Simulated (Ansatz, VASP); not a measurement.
## BN: VASP beside Ansatz

INCAR

```
ALGO = Normal ; EDIFF = 1E-7
ENCUT = 520 ; GGA = PS
ISIF = 2 ; ISMEAR = -1
LASPH = True ; LCHARG = True
LELF = True ; LREAL = False
LVHAR = True ; LWAVE = False
NBANDS = 11 ; NELM = 60
PREC = Accurate ; SIGMA = 0.01
```

KPOINTS

```
k-points
0
Gamma
  10 10 6
```

File POSCAR:

```
BN
1.0
    2.5732138700      0.0000000000      0.0000000000
   -1.2791074935      2.2327815986      0.0000000000
   -0.6470531882     -1.1163913123      3.1010824187
B N
1 1
Direct
    0.9796430000      0.9834990000      0.0018060000
    0.6685060000      0.3323850000      0.9849990000
```

Input for Ansatz:

```yaml
crystal:
  lattice:
    - [2.5732138699673817, 0.0, 0.0]
    - [-1.2791074934743507, 2.2327815986473047, 0.0]
    - [-0.6470531882465155, -1.1163913123164366, 3.10108241872091]
  atoms:
    - { symbol: B, position: [0.979643, 0.983499, 0.001806] }
    - { symbol: "N", position: [0.668506, 0.332385, 0.984999] }
basis:
  ecutwfc: 500.0
kpoints:
  mp_grid:
    grid: [10, 10, 6]
hamiltonian:
  xc: pbesol
  pseudopotentials:
    kind: paw
scf:
  occupations:
    method: fermi_dirac
    width: 0.01
output:
  stress: true
```

Alike in both runs: task single point; functional PBEsol; k mesh 10 × 10 × 6; occupations fermi-dirac, width 0.01 eV; no spin polarisation.

|  | VASP | Ansatz |
| --- | --- | --- |
| version | VASP 6.6.1 | Ansatz 0.2.0 |
| potentials or method | VASP PAW PBE potentials, release 64 (B, N), cutoff 520 eV | plane waves, PAW |
| valence electrons in the cell | 8 | 8 |

VASP gave:

| Quantity | Value |
| --- | --- |
| pressure (GPa) | -16.3 |
| traceless stress, the component that is largest in VASP (GPa) | 19.39 |

Q: What did Ansatz give for the same quantities?

A: Pressure (GPa): -16.5; traceless stress, the component that is largest in VASP (GPa): 19.75.

VASP's potentials were made for PBE, not for PBEsol.
